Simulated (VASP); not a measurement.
# C (P6_3/mmc) in VASP: a series of runs, part 2 of 2

VASP 6.6.1. Earlier steps stand in the parts before.

## 3. Single point, LDA (atoms displaced along a vibrational mode, the cell strained)

The input, INCAR:

```
SYSTEM = C
PREC = Accurate
ENCUT = 520
EDIFF = 1E-6
ISMEAR = 0
SIGMA = 0.05
LREAL = .FALSE.
LASPH = .TRUE.
NELM = 80
ALGO = Normal
ISIF = 2
LWAVE = .FALSE.
LCHARG = .FALSE.
GGA = CA
NBANDS = 26
```

The input, KPOINTS:

```
regular mesh
0
G
  12 12 4
  0 0 0
```

The input, POSCAR:

```
C
1.0
    2.5186290723      0.0000000000      0.0000000000
   -1.2593145361      2.1811967593      0.0000000000
    0.0000000000      0.0000000000      8.0228736867
C
8
Direct
    0.0000000000      0.0000000000      0.0900147857
    0.0000000000      0.0000000000      0.5900147857
    0.0000000000      0.0000000000      0.4099852143
    0.0000000000      0.0000000000      0.9099852143
    0.3333333333      0.6666666667      0.1578160184
    0.6666666667      0.3333333333      0.6578160184
    0.3333333333      0.6666666667      0.3421839816
    0.6666666667      0.3333333333      0.8421839816
```

Potentials or basis: VASP PAW LDA potentials, release 64 (C).

Started as:

```
cat potpaw_LDA.64/C/POTCAR > POTCAR
mpirun -np 1 vasp_std > vasp.out
```

OUTCAR:

```text
SYSTEM = C
   PREC = Accurate
   ENCUT = 520
   EDIFF = 1E-6
   ISMEAR = 0
   LREAL = .FALSE.
   LASPH = .TRUE.
   NELM = 80
   ISIF = 2
   GGA = CA

 ion  position               nearest neighbor table
   1  0.000  0.000  0.090-   4 1.44   5 1.55   5 1.55   5 1.55
   2  0.000  0.000  0.590-   3 1.44   6 1.55   6 1.55   6 1.55
   3  0.000  0.000  0.410-   2 1.44   7 1.55   7 1.55   7 1.55
   4  0.000  0.000  0.910-   1 1.44   8 1.55   8 1.55   8 1.55
   5  0.333  0.667  0.158-   7 1.48   1 1.55   1 1.55   1 1.55
   6  0.667  0.333  0.658-   8 1.48   2 1.55   2 1.55   2 1.55
   7  0.333  0.667  0.342-   5 1.48   3 1.55   3 1.55   3 1.55
   8  0.667  0.333  0.842-   6 1.48   4 1.55   4 1.55   4 1.55

  LATTYP: Found a hexagonal cell.
 ALAT       =     2.5186290723
 C/A-ratio  =     3.1854129593

  Lattice vectors:

 A1 = (   2.5186290723,   0.0000000000,   0.0000000000)
 A2 = (  -1.2593145361,   2.1811967593,   0.0000000000)
 A3 = (   0.0000000000,   0.0000000000,   8.0228736867)

Analysis of symmetry for initial positions (statically):
=====================================================================
 Subroutine PRICEL returns:
 Original cell was already a primitive cell.

 Routine SETGRP: Setting up the symmetry group for a
 hexagonal supercell.

 Subroutine GETGRP returns: Found 24 space group operations
 (whereof 12 operations were pure point group operations)
 out of a pool of 24 trial point group operations.

The static configuration has the point symmetry D_3d.
 The point group associated with its full space group is D_6h.

Analysis of symmetry for dynamics (positions and initial velocities):
=====================================================================
 Subroutine PRICEL returns:
 Original cell was already a primitive cell.

 Routine SETGRP: Setting up the symmetry group for a
 hexagonal supercell.

 Subroutine GETGRP returns: Found 24 space group operations
[... 141 lines left out ...]
   GGA     = CA    functional components
   LHFCALC =     F    Hartree Fock is set to
   AEXX    =    0.0000 exact exchange contribution
   IVDW    =     0    specifies the selected vdW correction
   LEPSILON=     F    determine dielectric tensor
   LRPA    =     F    only Hartree local field effects (RPA)
 non-spin polarized calculation
 Gauss-broadening in eV      SIGMA  =   0.05
  energy-cutoff  :      520.00
  volume of cell :       44.07
 maximum number of plane-waves:      1212
 NGX is ok and might be reduce to    20
   NGX =  9   NGY =  9   NGZ = 29

 number of electron      32.0000000 magnetization

 Free energy of the ion-electron system (eV)
  ---------------------------------------------------
  ext. energy  EPLUGINS =         0.00000000
  ---------------------------------------------------
  free energy    TOTEN  =       -80.56826729 eV

  energy without entropy =      -80.56826729  energy(sigma->0) =      -80.56826729

 E-fermi :  11.0164     XC(G=0): -13.6349

 val. band max:       10.6947346196   @ k =   0.0000   0.0000   0.0000
 cond. band min:      14.5157114295   @ k =   0.4167   0.0000   0.0000
 fundamental gap:      3.8209768099
 Fermi energy:        11.0164304131

 k-point     1 :       0.0000    0.0000    0.0000
  band No.  band energies     occupation
      1     -11.5858      2.00000
      2      -9.8613      2.00000
      3      -9.6899      2.00000
      4      -5.0362      2.00000
      5      -3.8792      2.00000
      6       3.4146      2.00000
[... 685 lines left out ...]
     25      21.2259      0.00000
     26      23.1947      0.00000

 [... further k-points ...]

------------------------ aborting loop because EDIFF is reached ----------------------------------------

  FORCE on cell =-STRESS in cart. coord.  units (eV):
  Direction    XX          YY          ZZ          XY          YZ          ZX
  --------------------------------------------------------------------------------------
  -------------------------------------------------------------------------------------
  Total       -3.7868955     -3.7868955     11.3397037     -0.0000000     -0.0000000      0.0000000
  in kB     -137.6590877   -137.6590877    412.2145153     -0.0000000     -0.0000000      0.0000000
  external PRESSURE =      45.6321133 kB  Pullay stress =       0.0000000 kB

 VOLUME and BASIS-vectors are now :
 -----------------------------------------------------------------------------
  energy-cutoff  :      520.00
  volume of cell :       44.07
      direct lattice vectors                 reciprocal lattice vectors
     2.518629072  0.000000000  0.000000000     0.397041395  0.229231956  0.000000000
    -1.259314536  2.181196759  0.000000000     0.000000000  0.458463912  0.000000000
     0.000000000  0.000000000  8.022873687     0.000000000  0.000000000  0.124643618

 POSITION                                       TOTAL-FORCE (eV/Angst)
 -----------------------------------------------------------------------------------
      0.00000      0.00000      0.72218        -0.000000      0.000000      2.359306
      0.00000      0.00000      4.73361         0.000000     -0.000000      2.359306
      0.00000      0.00000      3.28926         0.000000      0.000000     -2.359306
      0.00000      0.00000      7.30070         0.000000     -0.000000     -2.359306
     -0.00000      1.45413      1.26614         0.000000     -0.000000     -1.867067
      1.25931      0.72707      5.27757        -0.000000      0.000000     -1.867067
     -0.00000      1.45413      2.74530         0.000000     -0.000000      1.867067
      1.25931      0.72707      6.75674        -0.000000      0.000000      1.867067
 -----------------------------------------------------------------------------------
    total drift:                               -0.000000     -0.000000      0.000000

  FREE ENERGIE OF THE ION-ELECTRON SYSTEM (eV)
  ---------------------------------------------------
  free  energy   TOTEN  =       -80.5682672946 eV

  energy  without entropy=      -80.5682672946  energy(sigma->0) =      -80.56826729
```

stdout:

```text
POSCAR found type information on POSCAR C
 POSCAR found :  1 types and       8 ions
 scaLAPACK will be used
 LDA part: xc-table for (Slater(with rela. corr.)+CA(PZ))
 , standard interpolation
 POSCAR, INCAR and KPOINTS ok, starting setup
 FFT: planning ... GRIDC
 FFT: planning ... GRID_SOFT
 FFT: planning ... GRID
 WAVECAR not read
 entering main loop
```

Run time: 41 s. Hardware: 1 thread of Intel Xeon Platinum 8488C (Sapphire Rapids), shared host; peak memory 0.16 GiB.

What came out:

- Free energy: -80.5683 eV
- Pressure: 4.6 GPa
- Largest force: 2.359 eV/Å
- Band gap on the k mesh: 3.82 eV (least direct gap 4.20 eV)

Forces on the atoms (eV/Å):
```
C    0.000  0.000  2.359
C    0.000  0.000  2.359
C    0.000  0.000 -2.359
C    0.000  0.000 -2.359
C    0.000  0.000 -1.867
C    0.000  0.000 -1.867
C    0.000  0.000  1.867
C    0.000  0.000  1.867
```

Caveat: the cell differs from its parent crystal (atoms displaced along a vibrational mode, the cell strained); the cell stands under pressure; forces of over 1 eV/Å act on the atoms, so gaps and moduli don't describe the material at rest. A k mesh can miss the band edges.

## 4. Single point, LDA (atoms displaced along a vibrational mode)

The input, INCAR:

```
PREC = Accurate ; ENCUT = 520
EDIFF = 1E-7 ; ISMEAR = 0
SIGMA = 0.05 ; LREAL = False
LASPH = True ; NELM = 60
ALGO = Normal ; ISIF = 2
LWAVE = False ; LCHARG = True
LELF = True ; LVHAR = True
NBANDS = 26
```

The input, KPOINTS:

```
Automatic mesh
0
Gamma
  12 12 4
```

The input, POSCAR:

```
C
1.0
    2.4896249417      0.0000000000      0.0000000000
   -1.2448124708      2.1560784454      0.0000000000
    0.0000000000      0.0000000000      8.2142660865
C
8
Direct
    0.0000000000      0.0000000000      0.1002408971
    0.0000000000      0.0000000000      0.6002408971
    0.0000000000      0.0000000000      0.3997591029
    0.0000000000      0.0000000000      0.8997591029
    0.3333333333      0.6666666667      0.1498652280
    0.6666666667      0.3333333333      0.6498652280
    0.3333333333      0.6666666667      0.3501347720
    0.6666666667      0.3333333333      0.8501347720
```

Started as:

```
cat potpaw_LDA.64/C/POTCAR > POTCAR
mpirun -np 1 vasp_std > vasp.out
```

Run time: 38 s. Hardware: 1 thread of Intel Xeon Platinum 8488C (Sapphire Rapids), shared host; peak memory 0.16 GiB.

It converged, with:

```yaml
Free_energy: -80.1465 eV
Pressure: 6.2 GPa
Largest_force: 3.602 eV/Å
Band_gap_on_the_k_mesh: 2.23 eV
```

Forces on the atoms (eV/Å):
```
C    0.000  0.000 -3.602
C    0.000  0.000 -3.602
C    0.000  0.000  3.602
C    0.000  0.000  3.602
C    0.000  0.000  2.869
C    0.000  0.000  2.869
C    0.000  0.000 -2.869
C    0.000  0.000 -2.869
```

Stress tensor (GPa, compression positive):
```
6.28 0.00 0.00
0.00 6.28 0.00
0.00 0.00 6.13
```

Levels at points of the mesh, in eV from the valence-band top:
```tsv
k point	band 13	band 14	band 15	band 16	band 17	band 18	band 19	band 20
(0.00, 0.00, 0.00)	-3.84	-2.57	-2.57	0.00	2.23	4.29	4.29	5.37
(0.50, 0.00, 0.00)	-7.28	-5.59	-5.55	-4.55	2.75	3.10	3.91	4.24
(0.00, 0.00, 0.50)	-3.04	-3.04	-3.04	-3.04	4.44	4.44	4.78	4.78
(0.50, 0.00, 0.50)	-6.16	-6.16	-5.63	-5.63	3.00	3.00	4.85	4.85
```

Caveat: the cell differs from its parent crystal (atoms displaced along a vibrational mode); the cell stands under pressure; forces of over 1 eV/Å act on the atoms, so gaps and moduli don't describe the material at rest. A k mesh can miss the band edges.

## 5. Single point, LDA (atoms displaced along a vibrational mode)

The input, INCAR:

```
SYSTEM = C
PREC = Accurate ; ENCUT = 520
EDIFF = 1E-7 ; ISMEAR = 0
SIGMA = 0.05 ; LREAL = .False.
LASPH = .True. ; NELM = 60
ALGO = Normal ; ISIF = 2
LWAVE = .False. ; LCHARG = .True.
LELF = .True. ; LVHAR = .True.
NBANDS = 26
```

The input, KPOINTS:

```
regular mesh
0
Gamma
  12 12 4
  0 0 0
```

The input, POSCAR:

```
C
1.0
    2.4896249417      0.0000000000      0.0000000000
   -1.2448124708      2.1560784454      0.0000000000
    0.0000000000      0.0000000000      8.2142660865
C
8
Direct
    0.0000000000      0.0000000000      0.0885539126
    0.0000000000      0.0000000000      0.5885539126
    0.0000000000      0.0000000000      0.4114460874
    0.0000000000      0.0000000000      0.9114460874
    0.3333333333      0.6666666667      0.1589518456
    0.6666666667      0.3333333333      0.6589518456
    0.3333333333      0.6666666667      0.3410481544
    0.6666666667      0.3333333333      0.8410481544
```

Started as:

```
cat potpaw_LDA.64/C/POTCAR > POTCAR
mpirun -np 1 vasp_std > vasp.out
```

It took 45 s on 1 thread of Intel Xeon Platinum 8488C (Sapphire Rapids), shared host; peak memory 0.16 GiB.

It converged, with:

* Free energy: -80.5653 eV
* Pressure: 2.9 GPa
* Largest force: 3.120 eV/Å
* Band gap on the k mesh: 3.83 eV (least direct gap 4.25 eV)

Forces on the atoms (eV/Å):
```
C    0.000  0.000  3.120
C    0.000  0.000  3.120
C    0.000  0.000 -3.120
C    0.000  0.000 -3.120
C    0.000  0.000 -2.347
C    0.000  0.000 -2.347
C    0.000  0.000  2.347
C    0.000  0.000  2.347
```

Stress tensor (GPa, compression positive):
```
0.14 0.00 0.00
0.00 0.14 0.00
0.00 0.00 8.30
```

Levels at points of the mesh, in eV from the valence-band top:
| k point | band 14 | band 15 | band 16 | band 17 | band 18 | band 19 |
| --- | --- | --- | --- | --- | --- | --- |
| (0.00, 0.00, 0.00) | -1.96 | 0.00 | 0.00 | 4.25 | 4.25 | 5.97 |
| (0.50, 0.00, 0.00) | -5.32 | -4.89 | -3.04 | 4.17 | 4.66 | 5.71 |
| (0.00, 0.00, 0.50) | -0.85 | -0.85 | -0.85 | 5.26 | 5.26 | 5.26 |
| (0.50, 0.00, 0.50) | -5.97 | -3.90 | -3.90 | 4.52 | 4.52 | 6.00 |

Caveat: the cell differs from its parent crystal (atoms displaced along a vibrational mode); forces of over 1 eV/Å act on the atoms, so gaps and moduli don't describe the material at rest. A k mesh can miss the band edges.

## 6. Single point, LDA (atoms displaced along a vibrational mode)

The input, INCAR:

```
PREC = Accurate
ENCUT = 520
EDIFF = 1E-6
ISMEAR = 0
SIGMA = 0.05
LREAL = F
LASPH = T
NELM = 80
ALGO = Normal
ISIF = 2
LWAVE = F
LCHARG = F
GGA = CA
NBANDS = 26
```

The input, KPOINTS:

```
Automatic mesh
0
Gamma
  12 12 4
```

The input, POSCAR:

```
C
1.0
    2.4896249417      0.0000000000      0.0000000000
   -1.2448124708      2.1560784454      0.0000000000
    0.0000000000      0.0000000000      8.2142660865
C
8
Direct
    0.0000000000      0.0000000000      0.0856321665
    0.0000000000      0.0000000000      0.5856321665
    0.0000000000      0.0000000000      0.4143678335
    0.0000000000      0.0000000000      0.9143678335
    0.3333333333      0.6666666667      0.1612235000
    0.6666666667      0.3333333333      0.6612235000
    0.3333333333      0.6666666667      0.3387765000
    0.6666666667      0.3333333333      0.8387765000
```

Potentials or basis: VASP PAW LDA potentials, release 64 (C).

Started as:

```
cat potpaw_LDA.64/C/POTCAR > POTCAR
mpirun -np 1 vasp_std > vasp.out
```

Wall time 43 s (1 thread of Intel Xeon Platinum 8488C (Sapphire Rapids), shared host); peak memory 0.16 GiB.

Results (log left out):

- Free energy: -79.9071 eV
- Pressure: 5.9 GPa
- Largest force: 5.637 eV/Å
- Band gap on the k mesh: 2.96 eV (least direct gap 3.46 eV)

Forces in eV/Å, atoms in the order of the input:
```
C    0.000  0.000  5.637
C    0.000  0.000  5.637
C    0.000  0.000 -5.637
C    0.000  0.000 -5.637
C    0.000  0.000 -4.133
C    0.000  0.000 -4.133
C    0.000  0.000  4.133
C    0.000  0.000  4.133
```

Stress tensor (GPa, compression positive):
```
 0.03  0.00  0.00
 0.00  0.03  0.00
 0.00  0.00 17.55
```

Levels at points of the mesh, in eV from the valence-band top:
```tsv
k point	band 13	band 14	band 15	band 16	band 17	band 18	band 19	band 20
(0.00, 0.00, 0.00)	-2.43	-2.43	0.00	0.00	3.46	3.46	6.30	6.30
(0.50, 0.00, 0.00)	-5.80	-5.62	-5.53	-3.04	3.82	3.86	5.45	5.56
(0.00, 0.00, 0.50)	-1.02	-1.02	-1.02	-1.02	4.68	4.68	4.68	4.68
(0.50, 0.00, 0.50)	-6.72	-6.72	-4.02	-4.02	4.13	4.13	5.26	5.26
```

Caveat: the cell differs from its parent crystal (atoms displaced along a vibrational mode); the cell stands under pressure; forces of over 1 eV/Å act on the atoms, so gaps and moduli don't describe the material at rest. A k mesh can miss the band edges.

## 7. Overview

| cell | gap on the mesh (eV) | pressure (GPa) | largest force (eV/Å) |
| --- | --- | --- | --- |
| a = 2.461, b = 2.461, c = 8.406 Å, angles 90.0, 90.0, 120.0°, 8 atoms, atomic positions A | 4.00 | 1.5 | 1.78 |
| a = 2.519, b = 2.519, c = 8.023 Å, angles 90.0, 90.0, 120.0°, 8 atoms, atomic positions A | 3.82 | 4.6 | 2.36 |
| a = 2.490, b = 2.490, c = 8.214 Å, angles 90.0, 90.0, 120.0°, 8 atoms, atomic positions B | 2.23 | 6.2 | 3.60 |
| a = 2.490, b = 2.490, c = 8.214 Å, angles 90.0, 90.0, 120.0°, 8 atoms, atomic positions C | 3.83 | 2.9 | 3.12 |
| a = 2.490, b = 2.490, c = 8.214 Å, angles 90.0, 90.0, 120.0°, 8 atoms, atomic positions D | 2.96 | 5.9 | 5.64 |

Alike in all rows: task single point; level LDA; potentials or basis VASP PAW LDA potentials, release 64 (C); no spin polarisation; k mesh 12 × 12 × 4; cutoff (eV) 520; smearing gaussian 0.05 eV.

Caveats: forces of over 1 eV/Å act on the atoms, so gaps and moduli don't describe the material at rest; the cell stands under pressure (at least some runs).

Absolute energies hang on the potentials; compare differences alone.
